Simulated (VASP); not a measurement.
# TaSb4Au (F-43m) in VASP: a series of runs, part 2 of 2

VASP 6.6.1. The steps go on from the part before.

## 5. Relaxation of cell and atoms, PBE

Input file INCAR:

```
SYSTEM = TaSb4Au
ALGO = Normal
EDIFF = 1E-7
EDIFFG = -0.04
ENCUT = 600
GGA = PE
IBRION = 2
ISIF = 3
ISMEAR = 0
LASPH = .TRUE.
LCHARG = .FALSE.
LREAL = .FALSE.
LWAVE = .FALSE.
NELM = 60
NSW = 90
PREC = Accurate
SIGMA = 0.1
```

Input file KPOINTS:

```
k-points
0
G
  4 4 4
  0 0 0
```

Input file POSCAR:

```
TaSb4Au
1.0
    0.0000000000      4.1340129100      4.1340129100
    4.1340129100      0.0000000000      4.1340129100
    4.1340129100      4.1340129100      0.0000000000
Ta Sb Au
1 4 1
Direct
    0.7500000000      0.7500000000      0.7500000000
    0.3748045600      0.3748045600      0.8755863300
    0.8755863300      0.3748045600      0.3748045600
    0.3748045600      0.3748045600      0.3748045600
    0.3748045600      0.8755863300      0.3748045600
    0.0000000000      0.0000000000      0.0000000000
```

Potentials or basis: VASP PAW PBE potentials, release 64 (Ta_pv, Sb, Au).

Launch:

```bash
$ cat potpaw_PBE.64/Ta_pv/POTCAR potpaw_PBE.64/Sb/POTCAR potpaw_PBE.64/Au/POTCAR > POTCAR
$ mpirun -np 1 vasp_std > vasp.out
```

OUTCAR:

```text
SYSTEM = TaSb4Au
   EDIFF = 1E-7
   EDIFFG = -0.04
   ENCUT = 600
   GGA = PE
   IBRION = 2
   ISIF = 3
   ISMEAR = 0
   LASPH = .TRUE.
   LREAL = .FALSE.
   NELM = 60
   NSW = 90
   PREC = Accurate

 ion  position               nearest neighbor table
   1  0.750  0.750  0.750-   2 3.43   3 3.43   5 3.43   4 3.43   4 3.43   4 3.43   3 3.43   5 3.43
                             5 3.43   2 3.43   3 3.43   2 3.43   6 3.58   6 3.58   6 3.58   6 3.58
   2  0.375  0.375  0.876-   3 2.92   4 2.92   5 2.92   5 2.93   3 2.93   4 2.93   6 3.43   6 3.43
                             6 3.43   1 3.43   1 3.43   1 3.43
   3  0.876  0.375  0.375-   2 2.92   4 2.92   5 2.92   5 2.93   2 2.93   4 2.93   6 3.43   6 3.43
                             6 3.43   1 3.43   1 3.43   1 3.43
   4  0.375  0.375  0.375-   2 2.92   3 2.92   5 2.92   3 2.93   5 2.93   2 2.93   6 3.43   6 3.43
                             6 3.43   1 3.43   1 3.43   1 3.43
   5  0.375  0.876  0.375-   2 2.92   3 2.92   4 2.92   3 2.93   2 2.93   4 2.93   6 3.43   6 3.43
                             6 3.43   1 3.43   1 3.43   1 3.43
   6  0.000  0.000  0.000-   3 3.43   5 3.43   2 3.43   3 3.43   2 3.43   5 3.43   4 3.43   4 3.43
                             4 3.43   5 3.43   3 3.43   2 3.43   1 3.58   1 3.58   1 3.58   1 3.58

  LATTYP: Found a face centered cubic cell.
 ALAT       =     8.2680258200

  Lattice vectors:

 A1 = (   0.0000000000,   4.1340129100,   4.1340129100)
 A2 = (   4.1340129100,   0.0000000000,   4.1340129100)
 A3 = (   4.1340129100,   4.1340129100,   0.0000000000)

Analysis of symmetry for initial positions (statically):
=====================================================================
 Subroutine PRICEL returns:
 Original cell was already a primitive cell.

 Routine SETGRP: Setting up the symmetry group for a
 face centered cubic supercell.

 Subroutine GETGRP returns: Found 24 space group operations
 (whereof 24 operations were pure point group operations)
 out of a pool of 48 trial point group operations.

The static configuration has the point symmetry T_d .

Analysis of symmetry for dynamics (positions and initial velocities):
=====================================================================
 Subroutine PRICEL returns:
 Original cell was already a primitive cell.

 Routine SETGRP: Setting up the symmetry group for a
 face centered cubic supercell.

 Subroutine GETGRP returns: Found 24 space group operations
 (whereof 24 operations were pure point group operations)
 out of a pool of 48 trial point group operations.

The dynamic configuration has the point symmetry T_d .

 Subroutine INISYM returns: Found 24 space group operations
 (whereof 24 operations are pure point group operations),
 and found     1 'primitive' translations

----------------------------------------------------------------------------------------

                                     Primitive cell

  volume of cell :     141.3011

  direct lattice vectors                    reciprocal lattice vectors
     0.000000000  4.134012910  4.134012910    -0.120947856  0.120947856  0.120947856
     4.134012910  0.000000000  4.134012910     0.120947856 -0.120947856  0.120947856
     4.134012910  4.134012910  0.000000000     0.120947856  0.120947856 -0.120947856

  length of vectors
     5.846377124  5.846377124  5.846377124     0.209487832  0.209487832  0.209487832

  position of ions in fractional coordinates (direct lattice)
     0.750000000  0.750000000  0.750000000
     0.374804560  0.374804560  0.875586330
     0.875586330  0.374804560  0.374804560
[... 29 lines left out ...]
     0.052371958  0.052371958  0.052371958

  Shift w.r.t. Gamma in fractional coordinates (k-lattice)
     0.000000000  0.000000000  0.000000000

 Subroutine IBZKPT returns following result:
 ===========================================

 Found      8 irreducible k-points:

 Following reciprocal coordinates:
            Coordinates               Weight
  0.000000  0.000000  0.000000      1.000000
  0.250000  0.000000  0.000000      8.000000
  0.500000  0.000000  0.000000      4.000000
  0.250000  0.250000  0.000000      6.000000
  0.500000  0.250000  0.000000     24.000000
 -0.250000  0.250000  0.000000     12.000000
  0.500000  0.500000  0.000000      3.000000
 -0.250000  0.500000  0.250000      6.000000
   k-points           NKPTS =      8   k-points in BZ     NKDIM =      8   number of bands    NBANDS=     25
   number of dos      NEDOS =    301   number of ions     NIONS =      6
   total plane-waves  NPLWV = 110592
   dimension x,y,z NGX =    48 NGY =   48 NGZ =   48
   dimension x,y,z NGXF=    96 NGYF=   96 NGZF=   96
   ions per type =               1   4   1
   NGX,Y,Z   is equivalent  to a cutoff of  13.65, 13.65, 13.65 a.u.
   NGXF,Y,Z  is equivalent  to a cutoff of  27.30, 27.30, 27.30 a.u.
 SYSTEM =  TaSb4Au
   PREC   = accura    normal or accurate (medium, high low for compatibility)
   ISTART =      0    job   : 0-new  1-cont  2-samecut
   ICHARG =      2    charge: 1-file 2-atom 10-const
   ISPIN  =      1    spin polarized calculation?
   LNONCOLLINEAR =      F non collinear calculations
   LSORBIT =      F    spin-orbit coupling
   LASPH  =      T    aspherical Exc in radial PAW
   ENCUT  =  600.0 eV  44.10 Ry    6.64 a.u.  11.68 11.68 11.68*2*pi/ulx,y,z
   NELM   =     60;   NELMIN=  2; NELMDL= -5     # of ELM steps
   EDIFF  = 0.1E-06   stopping-criterion for ELM
   LREAL  =      F    real-space projection
   EDIFFG = -.4E-01   stopping-criterion for IOM
   NSW    =     90    number of steps for IOM
   IBRION =      2    ionic relax: 0-MD 1-quasi-New 2-CG
   NFREE  =      1    steps in history (QN), initial steepest desc. (CG)
   ISIF   =      3    stress and relaxation
   ISYM   =      2    0-nonsym 1-usesym 2-fastsym
   POTIM  = 0.5000    time-step for ionic-motion
   TEBEG  =    0.0;   TEEND  =   0.0 temperature during run
   PSTRESS=    0.0 pullay stress
   NELECT =      42.0000    total number of electrons
   NUPDOWN=      -1.0000    fix difference up-down
   EMIN   =  10.00;   EMAX   =-10.00  energy-range for DOS
   EFERMI =   0.00;   METHOD = LEGACY
   ISMEAR =     0;   SIGMA  =   0.10  broadening in eV -4-tet -1-fermi 0-gaus
   EFERMI_NEDOS =   21; number of points for ismear=-14 and -15
   IALGO  =     38    algorithm
   IMIX   =      4    mixing-type and parameters
     AMIX     =   0.40;   BMIX     =  1.00
     AMIX_MAG =   1.60;   BMIX_MAG =  1.00
  volume/ion in A,a.u.               =      23.55       158.92
  Fermi-wavevector in a.u.,A,eV,Ry     =   1.092554  2.064627 16.240913  1.193673
  Thomas-Fermi vector in A             =   2.228821
   LORBIT       =      0    0 simple, 1 ext, 2 COOP (PROOUT), +10 PAW based schemes
   GGA     = PE    functional components
   LHFCALC =     F    Hartree Fock is set to
   AEXX    =    0.0000 exact exchange contribution
   IVDW    =     0    specifies the selected vdW correction
   LEPSILON=     F    determine dielectric tensor
   LRPA    =     F    only Hartree local field effects (RPA)
 conjugate gradient relaxation of ions
 non-spin polarized calculation
 Gauss-broadening in eV      SIGMA  =   0.10
  energy-cutoff  :      600.00
  volume of cell :      141.30
 maximum number of plane-waves:      4738
 NGX is ok and might be reduce to    48
   NGX = 23   NGY = 23   NGZ = 23

--------------------------------------- Ionic step        1  -------------------------------------------

 number of electron      42.0000001 magnetization

 Free energy of the ion-electron system (eV)
  ---------------------------------------------------
  ext. energy  EPLUGINS =         0.00000000
  ---------------------------------------------------
  free energy    TOTEN  =       -26.03436848 eV

  energy without entropy =      -26.00551604  energy(sigma->0) =      -26.01994226

------------------------ aborting loop because EDIFF is reached ----------------------------------------

  FORCE on cell =-STRESS in cart. coord.  units (eV):
  Direction    XX          YY          ZZ          XY          YZ          ZX
  --------------------------------------------------------------------------------------
  -------------------------------------------------------------------------------------
  Total        5.9050045      5.9050045      5.9050045      0.0000000     -0.0000000      0.0000000
  in kB       66.9553579     66.9553579     66.9553579      0.0000000     -0.0000000      0.0000000
  external PRESSURE =      66.9553579 kB  Pullay stress =       0.0000000 kB
[... 67 lines left out ...]
--------------------------------------- Ionic step        3  -------------------------------------------

 number of electron      42.0000000 magnetization

 Free energy of the ion-electron system (eV)
  ---------------------------------------------------
  ext. energy  EPLUGINS =         0.00000000
  ---------------------------------------------------
  free energy    TOTEN  =       -26.26209760 eV

  energy without entropy =      -26.23533244  energy(sigma->0) =      -26.24871502

 E-fermi :   7.6648     XC(G=0): -10.5107

 val. band max:        7.6340684576   @ k =  -0.2500   0.2500   0.0000
 cond. band min:       7.7038921690   @ k =   0.2500   0.0000   0.0000
 fundamental gap:      0.0698237114
 Fermi energy:         7.6647961941

 k-point     1 :       0.0000    0.0000    0.0000
  band No.  band energies     occupation
      1     -28.1574      2.00000
      2     -28.1574      2.00000
      3     -28.1574      2.00000
      4      -5.5575      2.00000
      5      -0.3212      2.00000
      6      -0.3212      2.00000
[... 246 lines left out ...]
  FREE ENERGIE OF THE ION-ELECTRON SYSTEM (eV)
  ---------------------------------------------------
  free  energy   TOTEN  =       -26.2620975975 eV

  energy  without entropy=      -26.2353324406  energy(sigma->0) =      -26.24871502

 reached required accuracy - stopping structural energy minimisation
```

Run time: 99 s. Hardware: 1 thread of Intel Xeon 6975P-C (Granite Rapids), shared host; peak memory 0.35 GiB.

Results:

| Property | Result |
| --- | --- |
| Free energy | -26.2621 eV |
| Relaxed volume | 25.49 Å³/atom |
| Relaxed cell | a = 6.003 Å, b = 6.003 Å, c = 6.003 Å, α = 60.00°, β = 60.00°, γ = 60.00° |
| Space group after relaxing (to 0.05 Å) | F-43m (No. 216) |
| Energy gained by relaxing | 38.0 meV/atom |
| Ionic steps | 3 |
| Pressure after relaxing | 0.0 GPa |
| Largest force after relaxing | 0.013 eV/Å |
| Band gap on the k mesh | zero (band 21 reaches 8.23 eV, above the bottom of band 22 at 6.96 eV) |

Forces on the atoms (eV/Å):
```
Ta   0.000  0.000  0.000
Sb  -0.007 -0.007  0.007
Sb   0.007 -0.007 -0.007
Sb   0.007  0.007  0.007
Sb  -0.007  0.007 -0.007
Au   0.000  0.000  0.000
```

The path:
```
step  energy change (eV)  largest force (eV/Å)  pressure (GPa)  volume (Å³)
   1              0.0000                0.2521            6.70       141.30
   2             -0.1112                0.0881           -3.67       162.40
   3             -0.2277                0.0128           -0.03       152.95
```

Final structure:
```
CELL_PARAMETERS angstrom
0.00000 4.24462 4.24462
4.24462 0.00000 4.24462
4.24462 4.24462 0.00000
ATOMIC_POSITIONS crystal
Ta 0.75000 0.75000 0.75000
Sb 0.37530 0.37530 0.87410
Sb 0.87410 0.37530 0.37530
Sb 0.37530 0.37530 0.37530
Sb 0.37530 0.87410 0.37530
Au 0.00000 0.00000 0.00000
```

Caveat: spin-orbit coupling is left out, which moves the levels of the heavy elements.

## 6. Summary

```tsv
task	cell	k mesh	cutoff (eV)	gap on the mesh (eV)	pressure (GPa)	largest force (eV/Å)
single point	a = 5.846 Å, angles 60.0°, 6 atoms	4 × 4 × 4	520	none	6.7	0.25
single point	a = 5.999 Å, angles 60.0°, 6 atoms	4 × 4 × 4	520	none	0.1	0.01
single point	a = 6.002 Å, angles 60.0°, 6 atoms	8 × 8 × 8	520	none	0.0	0.01
relaxation of cell and atoms	relaxed from a = 5.846 Å, angles 60.0°, 6 atoms	4 × 4 × 4	600	none	0.0	0.01
```

Alike in all rows: level PBE; potentials or basis VASP PAW PBE potentials, release 64 (Ta_pv, Sb, Au); no spin polarisation; smearing gaussian 0.1 eV.

Caveats: spin-orbit coupling is left out, which moves the levels of the heavy elements.

Absolute energies hang on the potentials; compare differences alone.
